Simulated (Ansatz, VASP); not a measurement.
Pt in VASP and in Ansatz

```
Pt
1.0
     1.97011    1.97011    0.00000
    -1.97011    1.97011    0.00000
     0.00000    0.00000    3.86142
Pt
2
Direct
  0.00000 0.00000 0.00000
  0.50000 0.50000 0.50000
```

Change from the starting cell: strain along c alone, the other axes held, atoms relaxed: -2.0 %.

Alike in both runs: task single point; functional r2SCAN; k mesh 18 × 18 × 14; occupations gaussian, width 0.1 eV; no spin polarisation.

|  | VASP | Ansatz |
| --- | --- | --- |
| version | VASP 6.6.1 | Ansatz 0.2.0 |
| potentials or method | VASP PAW PBE potentials, release 64 (Pt), cutoff 520 eV | scalar-relativistic, plane waves, PAW |
| valence electrons in the cell | 20 | 36 |

```csv
,VASP,Ansatz,Ansatz less VASP
gap on the k mesh at the Fermi level (eV),none,none,-
pressure (GPa),6.6,5.8,-0.80
"traceless stress, the component that is largest in VASP (GPa)",1.15,1.14,-0.011
```

VASP's potentials were made for PBE, not for r2SCAN. A gap of «none» marks a metal or a gap that the smearing closes. VASP's potentials hold 20 valence electrons a cell and Ansatz's 36, so a difference there can come from the potentials and not from the codes.

Neither program's run includes spin-orbit coupling.
